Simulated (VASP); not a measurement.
# BaTe (P1) in VASP: notebook

BaTe is run at these levels: r2SCAN; tasks: single point.

All numbers are computed with VASP 6.6.1; they aren't measurements. Logs are shortened: lines on timing, memory, paths and dates and some standing lists are left out, and cuts for length are marked.

### Step 1. The cell of the first run

The typed cell holds 4 atoms: a = 5.972 Å, b = 5.972 Å, c = 7.004 Å, α = 90.00°, β = 90.00°, γ = 120.00°.

### Step 2. Single point, r2SCAN

POSCAR reads:

```
BaTe
1.0
    5.9721825353      0.0000000000      0.0000000000
   -2.9860912677      5.1720617916      0.0000000000
    0.0000000000      0.0000000000      7.0036859070
Ba Te
2 2
Direct
    0.3278194619      0.6654812217     -0.0638428116
    0.6702000237      0.3312634437      0.4345002104
    0.3311344670      0.6628911521      0.4411412849
    0.6709969882      0.3406123266      0.9385323796
```

INCAR.step1 reads:

```
  PREC = Accurate
  ENCUT = 520
  ISMEAR = -1
  SIGMA = 0.02
  LREAL = False
  LASPH = True
  NELM = 60
  NBANDS = 24
  GGA = PE
  ALGO = Normal
  EDIFF = 1E-4
  LWAVE = True
  LCHARG = False
```

INCAR.step2 reads:

```
  PREC = Accurate
  ENCUT = 520
  EDIFF = 1E-6
  ISMEAR = -1
  SIGMA = 0.02
  LREAL = False
  LASPH = True
  NELM = 60
  ALGO = Normal
  ISIF = 2
  LWAVE = False
  LCHARG = False
  METAGGA = R2SCAN
  LMIXTAU = True
  NBANDS = 24
  ISTART = 1
```

KPOINTS reads:

```
regular mesh
0
Gamma
  6 6 2
```

Potentials or basis: VASP PAW PBE potentials, release 64 (Ba_sv, Te).

Command:

```sh
> cat potpaw_PBE.64/Ba_sv/POTCAR potpaw_PBE.64/Te/POTCAR > POTCAR
> cp INCAR.step1 INCAR
> mpirun -np 1 vasp_std > vasp.out
> cp INCAR.step2 INCAR
> mpirun -np 1 vasp_std > vasp.out
```

OUTCAR:

```text
PREC = Accurate
   ENCUT = 520
   EDIFF = 1E-6
   ISMEAR = -1
   LREAL = False
   LASPH = True
   NELM = 60
   ISIF = 2
   METAGGA = R2SCAN
   ISTART = 1

 ion  position               nearest neighbor table
   1  0.328  0.665  0.936-   4 3.40   4 3.46   3 3.47   4 3.49   3 3.54
   2  0.670  0.331  0.435-   3 3.42   3 3.46   3 3.47   4 3.47   4 3.53
   3  0.331  0.663  0.441-   2 3.42   2 3.46   1 3.47   2 3.47   1 3.54
   4  0.671  0.341  0.939-   1 3.40   1 3.46   2 3.47   1 3.49   2 3.53

  LATTYP: Found a hexagonal cell.
 ALAT       =     5.9721825353
 C/A-ratio  =     1.1727179914

  Lattice vectors:

 A1 = (   5.9721825353,   0.0000000000,   0.0000000000)
 A2 = (  -2.9860912677,   5.1720617916,   0.0000000000)
 A3 = (   0.0000000000,   0.0000000000,   7.0036859070)

Analysis of symmetry for initial positions (statically):
=====================================================================
 Subroutine PRICEL returns:
 Original cell was already a primitive cell.

 Routine SETGRP: Setting up the symmetry group for a
 hexagonal supercell.

 Subroutine GETGRP returns: Found  1 space group operations
 (whereof  1 operations were pure point group operations)
 out of a pool of 24 trial point group operations.

The static configuration has the point symmetry C_1 .

Analysis of symmetry for dynamics (positions and initial velocities):
=====================================================================
 Subroutine PRICEL returns:
 Original cell was already a primitive cell.

 Routine SETGRP: Setting up the symmetry group for a
 hexagonal supercell.

 Subroutine GETGRP returns: Found  1 space group operations
 (whereof  1 operations were pure point group operations)
 out of a pool of 24 trial point group operations.

The dynamic configuration has the point symmetry C_1 .

 Subroutine INISYM returns: Found  1 space group operations
 (whereof  1 operations are pure point group operations),
 and found     1 'primitive' translations

----------------------------------------------------------------------------------------

                                     Primitive cell

  volume of cell :     216.3333

  direct lattice vectors                    reciprocal lattice vectors
     5.972182535  0.000000000  0.000000000     0.167442973  0.096673246  0.000000000
    -2.986091268  5.172061792  0.000000000     0.000000000  0.193346491  0.000000000
     0.000000000  0.000000000  7.003685907     0.000000000  0.000000000  0.142781960

  length of vectors
     5.972182535  5.972182535  7.003685907     0.193346491  0.193346491  0.142781960

  position of ions in fractional coordinates (direct lattice)
     0.327819462  0.665481222  0.936157188
     0.670200024  0.331263444  0.434500210
     0.331134467  0.662891152  0.441141285
     0.670996988  0.340612327  0.938532380

  ion indices of the primitive-cell ions
   primitive index   ion index
                 1           1
                 2           2
                 3           3
                 4           4

----------------------------------------------------------------------------------------

 KPOINTS: regular mesh

Automatic generation of k-mesh.
 Grid dimensions read from file:
 generate k-points for:    6    6    2

 Generating k-lattice:

  Cartesian coordinates                     Fractional coordinates (reciprocal lattice)
     0.027907162  0.016112208  0.000000000     0.166666667 -0.000000000  0.000000000
     0.000000000  0.032224415  0.000000000     0.000000000  0.166666667  0.000000000
     0.000000000  0.000000000  0.071390980     0.000000000  0.000000000  0.500000000

  Length of vectors
     0.032224415  0.032224415  0.071390980

  Shift w.r.t. Gamma in fractional coordinates (k-lattice)
     0.000000000  0.000000000  0.000000000

 Subroutine IBZKPT returns following result:
 ===========================================

 Found     40 irreducible k-points:

 Following reciprocal coordinates:
            Coordinates               Weight
  0.000000  0.000000  0.000000      1.000000
  0.166667  0.000000  0.000000      2.000000
  0.000000  0.166667  0.000000      2.000000
 -0.166667  0.166667  0.000000      2.000000
  0.333333  0.000000  0.000000      2.000000
  0.000000  0.333333  0.000000      2.000000
[... 16 lines left out ...]
  0.000000  0.166667  0.500000      2.000000
 -0.166667  0.166667  0.500000      2.000000
 [... further k-points ...]
   k-points           NKPTS =     40   k-points in BZ     NKDIM =     40   number of bands    NBANDS=     24
   number of dos      NEDOS =    301   number of ions     NIONS =      4
   total plane-waves  NPLWV = 124416
   dimension x,y,z NGX =    48 NGY =   48 NGZ =   54
   dimension x,y,z NGXF=    96 NGYF=   96 NGZF=  108
   ions per type =               2   2
   NGX,Y,Z   is equivalent  to a cutoff of  13.36, 13.36, 12.82 a.u.
   NGXF,Y,Z  is equivalent  to a cutoff of  26.72, 26.72, 25.64 a.u.
 SYSTEM =  unknown system
   PREC   = accura    normal or accurate (medium, high low for compatibility)
   ISTART =      1    job   : 0-new  1-cont  2-samecut
   ICHARG =      0    charge: 1-file 2-atom 10-const
   ISPIN  =      1    spin polarized calculation?
   LNONCOLLINEAR =      F non collinear calculations
   LSORBIT =      F    spin-orbit coupling
   LASPH  =      T    aspherical Exc in radial PAW
   ENCUT  =  520.0 eV  38.22 Ry    6.18 a.u.  11.10 11.10 13.02*2*pi/ulx,y,z
   NELM   =     60;   NELMIN=  2; NELMDL=  0     # of ELM steps
   EDIFF  = 0.1E-05   stopping-criterion for ELM
   LREAL  =      F    real-space projection
[... 7 lines left out ...]
   TEBEG  =    0.0;   TEEND  =   0.0 temperature during run
   PSTRESS=    0.0 pullay stress
   NELECT =      32.0000    total number of electrons
   NUPDOWN=      -1.0000    fix difference up-down
   EMIN   =  10.00;   EMAX   =-10.00  energy-range for DOS
   EFERMI =   0.00;   METHOD = LEGACY
   ISMEAR =    -1;   SIGMA  =   0.02  broadening in eV -4-tet -1-fermi 0-gaus
   EFERMI_NEDOS =   21; number of points for ismear=-14 and -15
   IALGO  =     38    algorithm
   IMIX   =      4    mixing-type and parameters
     AMIX     =   0.40;   BMIX     =  1.00
     AMIX_MAG =   1.60;   BMIX_MAG =  1.00
  volume/ion in A,a.u.               =      54.08       364.97
  Fermi-wavevector in a.u.,A,eV,Ry     =   0.865799  1.636123 10.199032  0.749608
  Thomas-Fermi vector in A             =   1.984095
   LORBIT       =      0    0 simple, 1 ext, 2 COOP (PROOUT), +10 PAW based schemes
   METAGGA = R2SCAN    functional components
   LHFCALC =     F    Hartree Fock is set to
   AEXX    =    0.0000 exact exchange contribution
   IVDW    =     0    specifies the selected vdW correction
   LEPSILON=     F    determine dielectric tensor
   LRPA    =     F    only Hartree local field effects (RPA)
 non-spin polarized calculation
  energy-cutoff  :      520.00
  volume of cell :      216.33
 maximum number of plane-waves:      5870
 NGX is ok and might be reduce to    48
   NGX = 23   NGY = 23   NGZ = 27

 number of electron      32.0000001 magnetization

 Free energy of the ion-electron system (eV)
  ---------------------------------------------------
  ext. energy  EPLUGINS =         0.00000000
  ---------------------------------------------------
  free energy    TOTEN  =      -111.36267362 eV

  energy without entropy =     -111.36267362  energy(sigma->0) =     -111.36267362

 E-fermi :   1.2623     XC(G=0):  -7.4623

 val. band max:        0.7944577786   @ k =   0.0000   0.0000   0.0000
 cond. band min:       3.0293019332   @ k =   0.3333   0.3333   0.0000
 fundamental gap:      2.2348441546
 Fermi energy:         1.2623009269

 k-point     1 :       0.0000    0.0000    0.0000
  band No.  band energies     occupation
      1     -27.2828      2.00000
      2     -27.2674      2.00000
      3     -12.1550      2.00000
      4     -12.1135      2.00000
      5     -12.1071      2.00000
      6     -12.0461      2.00000
[... 16 lines left out ...]
     23       5.8359      0.00000
     24       6.5683      0.00000

 k-point     2 :       0.1667    0.0000    0.0000
  band No.  band energies     occupation
      1     -27.2816      2.00000
      2     -27.2681      2.00000
      3     -12.1465      2.00000
      4     -12.1386      2.00000
      5     -12.1135      2.00000
      6     -12.0784      2.00000
[... 16 lines left out ...]
     23       5.9771      0.00000
     24       6.0732      0.00000

 k-point     3 :       0.0000    0.1667    0.0000
  band No.  band energies     occupation
      1     -27.2816      2.00000
      2     -27.2680      2.00000
      3     -12.1458      2.00000
      4     -12.1350      2.00000
      5     -12.1158      2.00000
      6     -12.0777      2.00000
[... 16 lines left out ...]
     23       6.0327      0.00000
     24       6.0668      0.00000

 k-point     4 :      -0.1667    0.1667    0.0000
  band No.  band energies     occupation
      1     -27.2817      2.00000
      2     -27.2680      2.00000
      3     -12.1461      2.00000
      4     -12.1338      2.00000
      5     -12.1184      2.00000
      6     -12.0782      2.00000
[... 16 lines left out ...]
     23       6.0603      0.00000
     24       6.0659      0.00000

 k-point     5 :       0.3333    0.0000    0.0000
  band No.  band energies     occupation
      1     -27.2786      2.00000
      2     -27.2700      2.00000
      3     -12.1947      2.00000
      4     -12.1461      2.00000
      5     -12.1249      2.00000
      6     -12.1151      2.00000
[... 451 lines left out ...]
 k-point    22 :       0.1667    0.0000    0.5000
  band No.  band energies     occupation
      1     -27.2757      2.00000
      2     -27.2739      2.00000
      3     -12.2005      2.00000
      4     -12.1984      2.00000
      5     -12.0799      2.00000
      6     -12.0786      2.00000
[... 16 lines left out ...]
     23       6.0149      0.00000
     24       6.0344      0.00000

 k-point    23 :       0.0000    0.1667    0.5000
  band No.  band energies     occupation
      1     -27.2757      2.00000
      2     -27.2739      2.00000
      3     -12.1964      2.00000
      4     -12.1950      2.00000
      5     -12.0808      2.00000
      6     -12.0787      2.00000
[... 16 lines left out ...]
     23       6.0466      0.00000
     24       6.0647      0.00000

 k-point    24 :      -0.1667    0.1667    0.5000
  band No.  band energies     occupation
      1     -27.2757      2.00000
      2     -27.2739      2.00000
      3     -12.1958      2.00000
      4     -12.1941      2.00000
      5     -12.0810      2.00000
      6     -12.0797      2.00000
[... 16 lines left out ...]
     23       6.0267      0.00000
     24       6.0460      0.00000

 [... further k-points ...]
[... 5 lines left out ...]
  --------------------------------------------------------------------------------------
  -------------------------------------------------------------------------------------
  Total        0.4422062     -0.0147841      1.0802196      0.2903991     -0.0029463      0.0000659
  in kB        3.2750048     -0.1094921      8.0001696      2.1507126     -0.0218205      0.0004878
  external PRESSURE =       3.7218941 kB  Pullay stress =       0.0000000 kB

 VOLUME and BASIS-vectors are now :
 -----------------------------------------------------------------------------
  energy-cutoff  :      520.00
  volume of cell :      216.33
      direct lattice vectors                 reciprocal lattice vectors
     5.972182535  0.000000000  0.000000000     0.167442973  0.096673246  0.000000000
    -2.986091268  5.172061792  0.000000000     0.000000000  0.193346491  0.000000000
     0.000000000  0.000000000  7.003685907     0.000000000  0.000000000  0.142781960

 POSITION                                       TOTAL-FORCE (eV/Angst)
 -----------------------------------------------------------------------------------
     -0.02939      3.44191      6.55655         0.111713      0.104981      0.070222
      3.01337      1.71332      3.04310        -0.094268     -0.021800      0.081731
     -0.00186      3.42851      3.08962         0.073614      0.034967     -0.099201
      2.99022      1.76167      6.57319        -0.091060     -0.118148     -0.052752
 -----------------------------------------------------------------------------------
    total drift:                               -0.000156     -0.000138     -0.002928

  FREE ENERGIE OF THE ION-ELECTRON SYSTEM (eV)
  ---------------------------------------------------
  free  energy   TOTEN  =      -111.3626736177 eV

  energy  without entropy=     -111.3626736177  energy(sigma->0) =     -111.36267362
```

Wall time 9.4 min (1 thread of AMD EPYC 9R45 (Zen 5), shared host); peak memory 0.44 GiB.

What came out:

```yaml
Free_energy: -111.3627 eV
Pressure: 0.4 GPa
Largest_force: 0.169 eV/Å
Band_gap_on_the_k_mesh: 2.23 eV (least direct gap 2.52 eV)
```

Forces on the atoms (eV/Å):
```
Ba   0.112  0.105  0.070
Ba  -0.094 -0.022  0.082
Te   0.074  0.035 -0.099
Te  -0.091 -0.118 -0.053
```

Stress tensor (GPa, compression positive):
```
 0.33  0.22  0.00
 0.22 -0.01  0.00
 0.00  0.00  0.80
```

Levels at points of the mesh, in eV from the valence-band top:
```csv
k point,band 12,band 13,band 14,band 15,band 16,band 17,band 18,band 19,band 20,band 21
"(0.00, 0.00, 0.00)",-1.05,-0.96,-0.95,-0.91,0.00,2.68,3.12,3.22,4.12,4.87
"(0.50, 0.00, 0.00)",-1.01,-0.84,-0.76,-0.53,-0.38,2.74,3.01,3.26,4.20,4.38
"(0.00, 0.50, 0.00)",-0.98,-0.85,-0.78,-0.48,-0.39,2.71,3.11,3.19,4.27,4.40
"(0.50, 0.50, 0.00)",-0.98,-0.84,-0.73,-0.55,-0.40,2.70,3.07,3.27,4.27,4.40
"(0.00, 0.00, 0.50)",-1.40,-1.09,-1.08,-1.08,-1.07,3.51,3.52,4.63,4.65,4.71
"(0.50, 0.00, 0.50)",-1.76,-0.91,-0.90,-0.74,-0.72,3.36,3.39,4.29,4.31,4.88
"(0.00, 0.50, 0.50)",-1.75,-0.92,-0.92,-0.75,-0.73,3.43,3.49,4.28,4.30,4.86
"(0.50, 0.50, 0.50)",-1.76,-0.91,-0.90,-0.75,-0.73,3.43,3.46,4.28,4.31,4.89
```

Caveat: the k points lie up to 0.45 Å⁻¹ apart; the structure was generated, so it needn't be the stable form of BaTe; the PAW data sets were made with another functional, which shifts forces and pressure a little; spin-orbit coupling is left out, which moves the levels of the heavy elements. A k mesh can miss the band edges.

(Part 1 of 2 ends here.)
